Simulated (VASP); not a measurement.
A run of VASP 6.6.1:

Contents of INCAR:

```
SYSTEM = GaP2
ALGO = Normal
EDIFF = 1E-6
ENCUT = 520
GGA = PE
ISIF = 2
ISMEAR = 0
LASPH = .TRUE.
LCHARG = .TRUE.
LELF = .TRUE.
LREAL = .FALSE.
LVHAR = .TRUE.
LWAVE = .FALSE.
NBANDS = 18
NELM = 60
PREC = Accurate
SIGMA = 0.1
```

The input KPOINTS:

```
k-points
0
G
  4 4 4
  0 0 0
```

Contents of POSCAR:

```
GaP2
1.0
    3.7908526500      0.0000000000      0.0000000000
    0.0000000000      3.7908526500      0.0000000000
    0.0000000000      0.0000000000      3.8332032100
Ga P
1 2
Direct
    0.0000000000      0.0000000000      0.0000000000
    0.5000000000      0.0000000000      0.7413226400
    0.0000000000      0.5000000000      0.2586773600
```

Potentials or basis: VASP PAW PBE potentials, release 64 (Ga_d, P).

Command:

```console
$ cat potpaw_PBE.64/Ga_d/POTCAR potpaw_PBE.64/P/POTCAR > POTCAR
$ mpirun -np 1 vasp_std > vasp.out
```

Hardware: 1 thread of Intel(R) Xeon(R) 6975P-C (Granite Rapids), with other jobs on the host.

Task: How long does it take, and how much memory?

Result: Run time: 7 s on 1 thread of Intel(R) Xeon(R) 6975P-C (Granite Rapids), with other jobs on the host, peak memory 0.16 GiB. Counts: scf iterations 12, k points 18.
